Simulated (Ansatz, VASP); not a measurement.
**One calculation of Hf, two programs**

```
Hf
1.0
    -1.74707    1.74707    1.74707
     1.74707   -1.74707    1.74707
     1.74707    1.74707   -1.74707
Hf
1
Direct
  0.00000 0.00000 0.00000
```

Alike in both runs: task single point; functional r2SCAN; k mesh 14 × 14 × 14; occupations fermi-dirac, width 0.1 eV; no spin polarisation.

|  | VASP | Ansatz |
| --- | --- | --- |
| version | VASP 6.6.1 | Ansatz 0.2.0 |
| potentials or method | VASP PAW PBE potentials, release 64 (Hf_pv), cutoff 520 eV | plane waves (500 eV) with PAW, scalar-relativistic |
| valence electrons in the cell | 10 | 26 |

|  | VASP | Ansatz | Ansatz less VASP |
| --- | --- | --- | --- |
| pressure (GPa) | 4.0 | 4.4 | +0.35 |

VASP's potentials were made for PBE, not for r2SCAN. VASP's potentials hold 10 valence electrons a cell and Ansatz's 26, so a difference there can come from the potentials and not from the codes.

Neither program's run includes spin-orbit coupling.
